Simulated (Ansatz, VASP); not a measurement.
# Two plane-wave programs on SiNi

```
Si Ni
1.0
     3.35777    0.00000    0.00000
     0.00000    5.08783    0.00000
     0.00000    0.00000    5.52783
Si Ni
4 4
Direct
  0.25000 0.32143 0.08656
  0.75000 0.17857 0.58656
  0.25000 0.82143 0.41344
  0.75000 0.67857 0.91344
  0.75000 0.00930 0.18739
  0.25000 0.49070 0.68739
  0.75000 0.50930 0.31261
  0.25000 0.99070 0.81261
```

Alike in both runs: task single point; functional PBEsol; k mesh 10 × 7 × 6; occupations gaussian, width 0.1 eV; no spin polarisation.

```csv
,VASP,Ansatz
version,VASP 6.6.1,Ansatz 0.2.0
potentials or method,"VASP PAW PBE potentials, release 64 (Si, Ni), cutoff 520 eV","scalar-relativistic, plane waves, PAW"
valence electrons in the cell,56,88
```

```csv
,VASP,Ansatz,Ansatz less VASP
gap on the k mesh at the Fermi level (eV),none,none,-
pressure (GPa),0.2,0.0,-0.16
"traceless stress, the component that is largest in VASP (GPa)",1.01,0.92,-0.092
rms of the force components (eV/Å),0.010,0.007,-0.0029
```

VASP's potentials were made for PBE, not for PBEsol. Atom by atom the forces differ by 0.006 eV/Å (rms over components). A gap of «none» marks a metal or a gap that the smearing closes. VASP's potentials hold 56 valence electrons a cell and Ansatz's 88, so a difference there can come from the potentials and not from the codes.
